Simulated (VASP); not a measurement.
# ScF (Fm-3m) in VASP: a series of runs, part 2 of 2

VASP 6.6.1.

## (3) Single point, PBE

The input, INCAR:

```
SYSTEM = ScF
PREC     = Accurate       ! precision mode
ENCUT    = 600            ! plane-wave cutoff, eV
EDIFF    = 1E-6           ! SCF threshold, eV
ISMEAR   = 0              ! smearing method
SIGMA    = 0.2            ! smearing width, eV
LREAL    = .False.        ! projectors in reciprocal space
LASPH    = .True.         ! aspherical terms in the spheres
NELM     = 120            ! most SCF steps
ALGO     = Normal         ! electronic algorithm
ISIF     = 2              ! what is computed and relaxed
LWAVE    = .False.        ! write WAVECAR
LCHARG   = .False.        ! write CHGCAR
GGA      = PE             ! functional
NBANDS   = 16             ! bands
GGA_COMPAT= .False.
```

The input, KPOINTS:

```
Automatic mesh
0
Gamma
  7 7 7
  0 0 0
```

The input, POSCAR:

```
ScF
1.0
    0.0000000000      2.4147147064      2.4147147064
    2.4147147064      0.0000000000      2.4147147064
    2.4147147064      2.4147147064      0.0000000000
Sc F
1 1
Direct
    0.0000000000      0.0000000000      0.0000000000
    0.5000000000      0.5000000000      0.5000000000
```

Potentials or basis: VASP PAW PBE potentials, release 64 (Sc_sv, F).

On the command line:

```
$ cat potpaw_PBE.64/Sc_sv/POTCAR potpaw_PBE.64/F/POTCAR > POTCAR
$ mpirun -np 1 vasp_std > vasp.out
```

OUTCAR:

```text
SYSTEM = ScF
   PREC = Accurate
   ENCUT = 600
   EDIFF = 1E-6
   ISMEAR = 0
   LREAL = .False.
   LASPH = .True.
   NELM = 120
   ISIF = 2
   GGA = PE

 ion  position               nearest neighbor table
   1  0.000  0.000  0.000-   2 2.41   2 2.41   2 2.41   2 2.41   2 2.41   2 2.41
   2  0.500  0.500  0.500-   1 2.41   1 2.41   1 2.41   1 2.41   1 2.41   1 2.41

  LATTYP: Found a face centered cubic cell.
 ALAT       =     4.8294294128

  Lattice vectors:

 A1 = (   0.0000000000,   2.4147147064,   2.4147147064)
 A2 = (   2.4147147064,   0.0000000000,   2.4147147064)
[... 559 lines left out ...]

  FORCE on cell =-STRESS in cart. coord.  units (eV):
  Direction    XX          YY          ZZ          XY          YZ          ZX
  --------------------------------------------------------------------------------------
  -------------------------------------------------------------------------------------
  Total        0.0895322      0.0895322      0.0895322     -0.0000000     -0.0000000      0.0000000
  in kB        5.0940400      5.0940400      5.0940400     -0.0000000     -0.0000000      0.0000000
  external PRESSURE =       5.0940400 kB  Pullay stress =       0.0000000 kB

 VOLUME and BASIS-vectors are now :
 -----------------------------------------------------------------------------
  energy-cutoff  :      600.00
  volume of cell :       28.16
      direct lattice vectors                 reciprocal lattice vectors
     0.000000000  2.414714706  2.414714706    -0.207063799  0.207063799  0.207063799
     2.414714706  0.000000000  2.414714706     0.207063799 -0.207063799  0.207063799
     2.414714706  2.414714706  0.000000000     0.207063799  0.207063799 -0.207063799

 POSITION                                       TOTAL-FORCE (eV/Angst)
 -----------------------------------------------------------------------------------
      0.00000      0.00000      0.00000         0.000000      0.000000      0.000000
      2.41471      2.41471      2.41471        -0.000000     -0.000000     -0.000000
 -----------------------------------------------------------------------------------
    total drift:                                0.000000      0.000000      0.000000

  FREE ENERGIE OF THE ION-ELECTRON SYSTEM (eV)
  ---------------------------------------------------
  free  energy   TOTEN  =       -11.7273438637 eV

  energy  without entropy=      -11.6842995759  energy(sigma->0) =      -11.70582172
```

stdout:

```text
POSCAR found type information on POSCAR ScF
 POSCAR found :  2 types and       2 ions
 scaLAPACK will be used
 LDA part: xc-table for (Slater+PW92), standard interpolation
 POSCAR, INCAR and KPOINTS ok, starting setup
 FFT: planning ... GRIDC
 FFT: planning ... GRID_SOFT
 FFT: planning ... GRID
 WAVECAR not read
 entering main loop
```

Wall time 16 s (1 thread of Intel Xeon Platinum 8488C (Sapphire Rapids), shared host); peak memory 0.16 GiB.

What came out:

```yaml
Free_energy: -11.7273 eV
Pressure: 0.5 GPa
Band_gap_on_the_k_mesh: zero (bands 9 and 10 overlap by 0.59 eV)
```

## (4) Relaxation of cell and atoms, PBE

This run uses another cell than the first one, of 12.16 Å³/atom.

The input, INCAR:

```
PREC = Accurate ; ENCUT = 600
EDIFF = 1E-7 ; ISMEAR = 0
SIGMA = 0.2 ; LREAL = False
LASPH = True ; NELM = 120
ALGO = Normal ; ISIF = 3
LWAVE = False ; LCHARG = False
GGA = PE ; IBRION = 2
NSW = 36 ; EDIFFG = -0.08
GGA_COMPAT = False ; NELMIN = 4
```

The input, KPOINTS:

```
regular mesh
0
Gamma
  7 7 7
```

The input, POSCAR:

```
ScF
1.0
    0.0000000000      2.2994121900      2.2994121900
    2.2994121900      0.0000000000      2.2994121900
    2.2994121900      2.2994121900      0.0000000000
Sc F
1 1
Direct
    0.0000000000      0.0000000000      0.0000000000
    0.5000000000      0.5000000000      0.5000000000
```

Potentials or basis: VASP PAW PBE potentials, release 64 (Sc_sv, F).

On the command line:

```
$ cat potpaw_PBE.64/Sc_sv/POTCAR potpaw_PBE.64/F/POTCAR > POTCAR
$ mpirun -np 1 vasp_std > vasp.out
```

OUTCAR:

```text
PREC = Accurate
   ENCUT = 600
   EDIFF = 1E-7
   ISMEAR = 0
   LREAL = False
   LASPH = True
   NELM = 120
   ISIF = 3
   GGA = PE
   IBRION = 2
   NSW = 36
   EDIFFG = -0.08
   NELMIN = 4

 ion  position               nearest neighbor table
   1  0.000  0.000  0.000-   2 2.30   2 2.30   2 2.30   2 2.30   2 2.30   2 2.30
   2  0.500  0.500  0.500-   1 2.30   1 2.30   1 2.30   1 2.30   1 2.30   1 2.30

  LATTYP: Found a face centered cubic cell.
[... 553 lines left out ...]

  FORCE on cell =-STRESS in cart. coord.  units (eV):
  Direction    XX          YY          ZZ          XY          YZ          ZX
  --------------------------------------------------------------------------------------
  -------------------------------------------------------------------------------------
  Total        0.0038731      0.0038731      0.0038731      0.0000000      0.0000000     -0.0000000
  in kB        0.2184815      0.2184815      0.2184815      0.0000000      0.0000000     -0.0000000
  external PRESSURE =       0.2184815 kB  Pullay stress =       0.0000000 kB

 VOLUME and BASIS-vectors are now :
 -----------------------------------------------------------------------------
  energy-cutoff  :      600.00
  volume of cell :       28.40
      direct lattice vectors                 reciprocal lattice vectors
    -0.000000000  2.421631393  2.421631393    -0.206472381  0.206472381  0.206472381
     2.421631393  0.000000000  2.421631393     0.206472381 -0.206472381  0.206472381
     2.421631393  2.421631393  0.000000000     0.206472381  0.206472381 -0.206472381

 POSITION                                       TOTAL-FORCE (eV/Angst)
 -----------------------------------------------------------------------------------
      4.84326      4.84326      4.84326        -0.000000     -0.000000     -0.000000
      2.42163      2.42163      2.42163         0.000000      0.000000      0.000000
 -----------------------------------------------------------------------------------
    total drift:                                0.000000      0.000000      0.000000

  FREE ENERGIE OF THE ION-ELECTRON SYSTEM (eV)
  ---------------------------------------------------
  free  energy   TOTEN  =       -11.7210243182 eV

  energy  without entropy=      -11.6765090192  energy(sigma->0) =      -11.69876667

 reached required accuracy - stopping structural energy minimisation
```

Run time: 20 s. Hardware: 1 thread of Intel Xeon Platinum 8488C (Sapphire Rapids), shared host; peak memory 0.17 GiB.

Results:

- Free energy: -11.7210 eV
- Relaxed volume: 14.20 Å³/atom
- Relaxed cell: a = 3.425 Å, b = 3.425 Å, c = 3.425 Å, α = 60.00°, β = 60.00°, γ = 60.00°
- Space group after relaxing (to 0.1 Å): Fm-3m (No. 225)
- Energy gained by relaxing: 81.0 meV/atom
- Ionic steps: 2
- Pressure after relaxing: 0.0 GPa
- Band gap on the k mesh: zero (bands 9 and 10 overlap by 0.57 eV)

The path:
| step | energy change (eV) | largest force (eV/Å) | pressure (GPa) | volume (Å³) |
| --- | --- | --- | --- | --- |
| 1 | 0.0000 | 0.0000 | 14.52 | 24.32 |
| 2 | -0.1620 | 0.0000 | 0.02 | 28.40 |

Final structure:
```xyz
2
Lattice="0.0000 2.4216 2.4216 2.4216 0.0000 2.4216 2.4216 2.4216 0.0000" Properties=species:S:1:pos:R:3 pbc="T T T"
Sc    4.8433    4.8433    4.8433
F     2.4216    2.4216    2.4216
```

Levels at points of the mesh, in eV from the Fermi level:
```tsv
k point	band 6	band 7	band 8	band 9	band 10	band 11	band 12	band 13
(0.00, 0.00, 0.00)	-7.97	-7.97	-7.97	-2.72	0.31	0.31	0.31	1.48
```

Caveat: the volume moved by over 15 % at a fixed basis, so the end points are rough.
